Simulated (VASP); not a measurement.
Here is a VASP 6.6.1 calculation.

File INCAR:

```
ALGO = Normal
EDIFF = 1E-6
ENCUT = 520
GGA = PS
ISIF = 2
ISMEAR = -1
LASPH = T
LCHARG = T
LELF = T
LREAL = F
LVHAR = T
LWAVE = F
NBANDS = 14
NELM = 100
PREC = Accurate
SIGMA = 0.02
```

The input KPOINTS:

```
k-points
0
Gamma
  12 12 7
```

POSCAR

```
Re
1.0
    2.6851232314      0.0000000000      0.0000000000
   -1.3425616157      2.3253849941      0.0000000000
    0.0000000000      0.0000000000      4.3359955050
Re
2
Direct
    0.3333333333      0.6666666667      0.2500000000
    0.6666666667      0.3333333333      0.7500000000
```

Potentials or basis: VASP PAW PBE potentials, release 64 (Re).

Run with:

```sh
$ cat potpaw_PBE.64/Re/POTCAR > POTCAR
$ mpirun -np 1 vasp_std > vasp.out
```

(1) Estimate the band gap on the k mesh.

(2) Predict the pressure.

## Answers

(1) zero (band 7 reaches 10.43 eV, above the bottom of band 8 at 6.96 eV).

(2) 34.4 GPa.

Caveat: the PAW data sets were made with another functional, which shifts forces and pressure a little; spin-orbit coupling is left out, which moves the levels of the heavy elements.
